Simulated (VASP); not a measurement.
Wanted: the native input for a VASP 6.6.1 run.

```yaml
Task: single point
Functional: LDA
Potentials_or_basis: VASP PAW LDA potentials, release 64 (Fe, B)
Cutoff: 520 eV
k_mesh: 4 × 4 × 6
Occupations: gaussian, width 0.1 eV
Spin: no spin polarisation
Dipole_correction: no
Further_INCAR_settings: ALGO = Normal; EDIFF = 1e-06; NBANDS = 31
```

The structure of FeB4 lies in POSCAR:

```
FeB4
1.0
    4.4288852116      0.0000000000      0.0000000000
    0.0000000000      5.2275999994      0.0000000000
    0.0000000000      0.0000000000      2.9632279173
Fe B
2 8
Direct
    0.0000000000      0.0000000000      0.0000000000
    0.5000000000      0.5000000000      0.5000000000
    0.2495647461      0.3122390747      0.0000000000
    0.7504352539      0.6877609253      0.0000000000
    0.7495647461      0.1877609253      0.5000000000
    0.2504352539      0.8122390747      0.5000000000
    0.3371169207      0.1261542228      0.5000000000
    0.6628830793      0.8738457772      0.5000000000
    0.8371169207      0.3738457772      0.0000000000
    0.1628830793      0.6261542228      0.0000000000
```

The input as run:

INCAR

```
SYSTEM = FeB4
ALGO = Normal ; EDIFF = 1E-6
ENCUT = 520 ; GGA = CA
ISIF = 2 ; ISMEAR = 0
LASPH = .TRUE. ; LCHARG = .FALSE.
LREAL = .FALSE. ; LWAVE = .FALSE.
NBANDS = 31 ; NELM = 100
PREC = Accurate ; SIGMA = 0.1
```

KPOINTS

```
k-points
0
G
  4 4 6
  0 0 0
```

Potentials or basis: VASP PAW LDA potentials, release 64 (Fe, B).

Run with:

```sh
$ cat potpaw_LDA.64/Fe/POTCAR potpaw_LDA.64/B/POTCAR > POTCAR
$ mpirun -np 1 vasp_std > vasp.out
```

Results of the run:

| Property | Result |
| --- | --- |
| Pressure | 1.0 GPa |
| Largest force | 0.060 eV/Å |
| Band gap on the k mesh | zero (bands 20 and 21 overlap by 0.81 eV) |

Caveat: the run has no spin polarisation, though such a crystal can be magnetic.

Run time: 41 s on 1 thread of Intel(R) Xeon(R) 6975P-C (Granite Rapids), on a shared host, peak memory 0.19 GiB.
